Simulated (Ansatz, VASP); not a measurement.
**Two plane-wave programs on MgO**

INCAR

```
SYSTEM = MgO
  PREC = Accurate
  ENCUT = 600
  EDIFF = 1E-6
  ISMEAR = 0
  SIGMA = 0.01
  LREAL = .False.
  LASPH = .True.
  NELM = 120
  ALGO = Normal
  ISIF = 2
  LWAVE = .False.
  LCHARG = .True.
  GGA = PE
  LELF = .True.
  LVHAR = .True.
  NBANDS = 11
  GGA_COMPAT = .False.
```

Contents of KPOINTS:

```
Automatic mesh
0
Gamma
  8 8 8
  0 0 0
```

POSCAR

```
MgO
1.0
    0.0000000000      2.2040000000      2.2040000000
    2.2040000000      0.0000000000      2.2040000000
    2.2040000000      2.2040000000      0.0000000000
Mg O
1 1
Direct
    0.0000000000      0.0000000000      0.0000000000
    0.5000000000      0.5000000000      0.5000000000
```

Input for Ansatz:

```yaml
crystal:
  lattice:
    - [0.0, 2.204, 2.204]
    - [2.204, 0.0, 2.204]
    - [2.204, 2.204, 0.0]
  atoms:
    - { symbol: Mg, position: [0.0, 0.0, 0.0] }
    - { symbol: O, position: [0.5, 0.5, 0.5] }
hamiltonian:
  xc: pbe
  pseudopotentials: { kind: paw }
basis:
  ecutwfc: 420
kpoints:
  mp_grid: { grid: [8, 8, 8] }
scf:
  occupations: { method: fixed }
  lower_state_search: "off"
  max_iter: 70
output:
  forces: true
  stress: true
```

Alike in both runs: task single point; functional PBE; k mesh 8 × 8 × 8; no spin polarisation.

|  | VASP | Ansatz |
| --- | --- | --- |
| version | VASP 6.6.1 | Ansatz 0.2.0 |
| potentials or method | VASP PAW PBE potentials, release 64 (Mg, O), cutoff 600 eV | PAW, plane waves, scalar-relativistic |
| occupations | gaussian, width 0.01 eV | fixed |
| valence electrons in the cell | 8 | 16 |

|  | VASP | Ansatz | Ansatz less VASP |
| --- | --- | --- | --- |
| pressure (GPa) | -13.7 | -12.8 | +0.95 |

VASP's potentials hold 8 valence electrons a cell and Ansatz's 16, so a difference there can come from the potentials and not from the codes.
